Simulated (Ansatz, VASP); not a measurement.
One calculation of MgAs3, two programs

Contents of INCAR:

```
PREC = Accurate
ENCUT = 520
EDIFF = 1E-6
ISMEAR = 0
SIGMA = 0.1
LREAL = False
LASPH = True
NELM = 100
ALGO = Normal
ISIF = 2
LWAVE = False
LCHARG = False
GGA = PE
NBANDS = 16
```

File KPOINTS:

```
regular mesh
0
Gamma
  4 4 4
```

Contents of POSCAR:

```
MgAs3
1.0
    4.2947410701      0.0000000000      0.0000000000
    0.0000000000      4.2947410701      0.0000000000
    0.0000000000      0.0000000000      4.2947410701
Mg As
1 3
Direct
    0.0000000000      0.0000000000      0.0000000000
    0.0000000000      0.5000000000      0.5000000000
    0.5000000000      0.0000000000      0.5000000000
    0.5000000000      0.5000000000      0.0000000000
```

Input for Ansatz:

```yaml
crystal:
  lattice:
    - [4.2947410701, 0.0, 0.0]
    - [0.0, 4.2947410701, 0.0]
    - [0.0, 0.0, 4.2947410701]
  atoms:
    - { symbol: Mg, position: [0.0, 0.0, 0.0] }
    - { symbol: As, position: [0.0, 0.5, 0.5] }
    - { symbol: As, position: [0.5, 0.0, 0.5] }
    - { symbol: As, position: [0.5, 0.5, 0.0] }
basis:
  ecutwfc: 420
kpoints:
  mp_grid: { grid: [4, 4, 4] }
hamiltonian:
  xc: pbe
scf:
  occupations: { method: gaussian, width: 0.1 }
  lower_state_search: "off"
output:
  forces: true
  stress: true
  eigenvalues: true
```

Alike in both runs: task single point; functional PBE; k mesh 4 × 4 × 4; occupations gaussian, width 0.1 eV; no spin polarisation.

|  | VASP | Ansatz |
| --- | --- | --- |
| version | VASP 6.6.1 | Ansatz 0.2.0 |
| potentials or method | VASP PAW PBE potentials, release 64 (Mg, As), cutoff 520 eV | scalar-relativistic, plane waves, PAW |
| valence electrons in the cell | 17 | 55 |

|  | VASP | Ansatz | Ansatz less VASP |
| --- | --- | --- | --- |
| gap on the k mesh at the Fermi level (eV) | none | none | - |
| pressure (GPa) | -1.0 | -1.0 | +0.02 |

A gap of «none» marks a metal or a gap that the smearing closes. VASP's potentials hold 17 valence electrons a cell and Ansatz's 55, so a difference there can come from the potentials and not from the codes.

The k mesh is coarse, so the values compare programs but aren't converged.
